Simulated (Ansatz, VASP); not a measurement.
## Two plane-wave programs on Cd4O3

INCAR

```
SYSTEM = Cd4O3
PREC     = Accurate       ! precision mode
ENCUT    = 600            ! plane-wave cutoff, eV
EDIFF    = 1E-7           ! SCF threshold, eV
ISMEAR   = 0              ! smearing method
SIGMA    = 0.02           ! smearing width, eV
LREAL    = .FALSE.        ! projectors in reciprocal space
LASPH    = .TRUE.         ! aspherical terms in the spheres
NELM     = 100            ! most SCF steps
ALGO     = Normal         ! electronic algorithm
ISIF     = 3              ! what is computed and relaxed
LWAVE    = .FALSE.        ! write WAVECAR
LCHARG   = .FALSE.        ! write CHGCAR
GGA      = PE             ! functional
IBRION   = 2              ! ionic algorithm
NSW      = 100            ! ionic steps
EDIFFG   = -0.01          ! ionic threshold
```

File KPOINTS:

```
regular mesh
0
G
  8 8 8
  0 0 0
```

Contents of POSCAR:

```
Cd4O3
1.0
    4.9470253996      0.0000000000      0.0000000000
    0.0000000000      4.9470253996      0.0000000000
    0.0000000000      0.0000000000      4.9470253996
Cd O
4 3
Direct
    0.7251417130      0.2748582870      0.2748582870
    0.2748582870      0.7251417130      0.2748582870
    0.2748582870      0.2748582870      0.7251417130
    0.7251417130      0.7251417130      0.7251417130
    0.0000000000      0.0000000000      0.5000000000
    0.5000000000      0.0000000000      0.0000000000
    0.0000000000      0.5000000000      0.0000000000
```

Input for Ansatz:

```yaml
crystal:
  lattice:
    - [4.9470253996, 0.0, 0.0]
    - [0.0, 4.9470253996, 0.0]
    - [0.0, 0.0, 4.9470253996]
  atoms:
    - { symbol: Cd, position: [0.725141713, 0.274858287, 0.274858287] }
    - { symbol: Cd, position: [0.274858287, 0.725141713, 0.274858287] }
    - { symbol: Cd, position: [0.274858287, 0.274858287, 0.725141713] }
    - { symbol: Cd, position: [0.725141713, 0.725141713, 0.725141713] }
    - { symbol: O, position: [0.0, 0.0, 0.5] }
    - { symbol: O, position: [0.5, 0.0, 0.0] }
    - { symbol: O, position: [0.0, 0.5, 0.0] }
basis:
  ecutwfc: 420
kpoints:
  mp_grid: { grid: [8, 8, 8] }
hamiltonian:
  xc: pbe
scf:
  occupations: { method: gaussian, width: 0.02 }
output:
  forces: true
  stress: true
  eigenvalues: true
relax:
  adjacent_minimum: "off"
  f_tol: 0.01
  max_steps: 80
  cell: { stress_tol: 0.05 }
```

Change from the starting cell: species swapped into the Si3As4 type (P-43m, No. 215).

Alike in both runs: task relaxation of cell and atoms; functional PBE; k mesh 8 × 8 × 8; occupations gaussian, width 0.02 eV; no spin polarisation.

|  | VASP | Ansatz |
| --- | --- | --- |
| version | VASP 6.6.1 | Ansatz 0.2.0 |
| potentials or method | VASP PAW PBE potentials, release 64 (Cd, O), cutoff 600 eV | scalar-relativistic, plane waves, PAW |
| valence electrons in the cell | 66 | 98 |

```tsv
	VASP	Ansatz	Ansatz less VASP
gap on the k mesh at the Fermi level, each at its own relaxed structure (eV)	0.42	0.42	0.000
relaxed volume (Å³/atom)	17.22	17.07	-0.147
relaxed length of the cell vector where the two differ most in proportion (Å)	4.940	4.926	-0.0141
```

VASP's potentials hold 66 valence electrons a cell and Ansatz's 98, so a difference there can come from the potentials and not from the codes.
